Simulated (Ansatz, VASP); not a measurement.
# One calculation of Pd2Pt, two programs

```
Pd Pt
1.0
     0.00000    2.77600    2.77600
     2.77600    0.00000    2.77600
     2.77600    2.77600    0.00000
Pd Pt
2 1
Direct
  0.25000 0.25000 0.25000
  0.75000 0.75000 0.75000
  0.00000 0.00000 0.00000
```

Alike in both runs: task relaxation of cell and atoms; functional PBE; k mesh 6 × 6 × 6; occupations gaussian, width 0.1 eV; no spin polarisation.

```csv
,VASP,Ansatz
version,VASP 6.6.1,Ansatz 0.2.0
potentials or method,"VASP PAW PBE potentials, release 64 (Pd, Pt), cutoff 600 eV","scalar-relativistic, plane waves, PAW"
valence electrons in the cell,30,54
```

|  | VASP | Ansatz | Ansatz less VASP |
| --- | --- | --- | --- |
| gap on the k mesh at the Fermi level, each at its own relaxed structure (eV) | none | none | - |
| relaxed volume (Å³/atom) | 18.53 | 18.59 | +0.061 |
| relaxed cell length with the largest relative difference (Å) | 4.284 | 4.289 | +0.0047 |

A gap of «none» marks a metal or a gap that the smearing closes. VASP's potentials hold 30 valence electrons a cell and Ansatz's 54, so a difference there can come from the potentials and not from the codes.

Neither program's run includes spin-orbit coupling. Noted on VASP's run: the volume moved by over 15 % at a fixed basis, so the end points are rough.
